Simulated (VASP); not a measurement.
Here is a VASP 6.6.1 calculation.

Contents of INCAR:

```
PREC = Accurate
ENCUT = 520
EDIFF = 1E-7
ISMEAR = 0
SIGMA = 0.1
LREAL = False
LASPH = True
NELM = 100
ALGO = Normal
ISIF = 2
LWAVE = False
LCHARG = True
GGA = PE
LELF = True
LVHAR = True
NBANDS = 14
```

KPOINTS

```
Automatic mesh
0
Gamma
  16 16 14
```

File POSCAR:

```
AlNi
1.0
    2.0221739536     -2.0221739536      0.0000000000
    2.0221739536      2.0221739536      0.0000000000
    0.0000000000      0.0000000000      2.8718351850
Al Ni
1 1
Direct
    0.0000000000      0.0000000000      0.0000000000
    0.5000000000      0.5000000000      0.5000000000
```

Potentials or basis: VASP PAW PBE potentials, release 64 (Al, Ni).

Command:

```bash
$ cat potpaw_PBE.64/Al/POTCAR potpaw_PBE.64/Ni/POTCAR > POTCAR
$ mpirun -np 1 vasp_std > vasp.out
```

(1) Predict the band gap on the k mesh.

(2) Predict the pressure.

Results:

(1) zero (an odd number of electrons rules out a gap without spin polarisation).

(2) 5.2 GPa.

Caveat: the cell stands under pressure.
